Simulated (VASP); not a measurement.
The system is Al5As.

```
Al As
1.0
     7.39223    0.00000    0.00000
     0.00000    7.39223    0.00000
     0.00000    0.00000    2.81639
Al As
5 1
Direct
  0.16998 0.50000 0.00000
  0.83002 0.50000 0.00000
  0.50000 0.16998 0.00000
  0.50000 0.83002 0.00000
  0.00000 0.00000 0.50000
  0.50000 0.50000 0.00000
```

The cell was generated, and may not be a known phase.

```yaml
Program: VASP 6.6.1
Task: relaxation of cell and atoms
Functional: PBE
Potentials_or_basis: VASP PAW PBE potentials, release 64 (Al, As)
Cutoff: 600 eV
k_mesh: 4 × 4 × 6
Occupations: gaussian, width 0.1 eV
Spin: no spin polarisation
```

At the start: pressure 0.3 GPa; volume 25.65 Å³/atom.

Question: Where does the relaxation end?

Answer: Over 7 steps the energy falls by 94.7 meV/atom and the volume is 26.91 Å³/atom (+4.9 %); space group P4/mmm (No. 123, to 0.1 Å) before and after.

Step by step:
```tsv
step	energy change (eV)	largest force (eV/Å)	pressure (GPa)	volume (Å³)
1	0.0000	0.1085	0.34	153.90
2	-0.5359	0.0624	1.54	154.50
3	-0.5367	0.0630	1.48	154.50
4	-0.5662	0.0378	0.26	159.94
5	-0.5676	0.0325	-0.06	161.48
6	-0.5676	0.0331	-0.03	161.34
7	-0.5680	0.0079	0.03	161.45
```

Final structure:
```
Al As
1.0
     7.80441    0.00000    0.00000
     0.00000    7.80441    0.00000
     0.00000    0.00000    2.65061
Al As
5 1
Cartesian
  1.3264 3.9022 0.0000
  6.4780 3.9022 0.0000
  3.9022 1.3264 0.0000
  3.9022 6.4780 0.0000
  7.8044 0.0000 1.3253
  3.9022 3.9022 0.0000
```

Caveat: the k points lie up to 0.40 Å⁻¹ apart in the final cell, too coarse for converged energies and pressures of a metal.
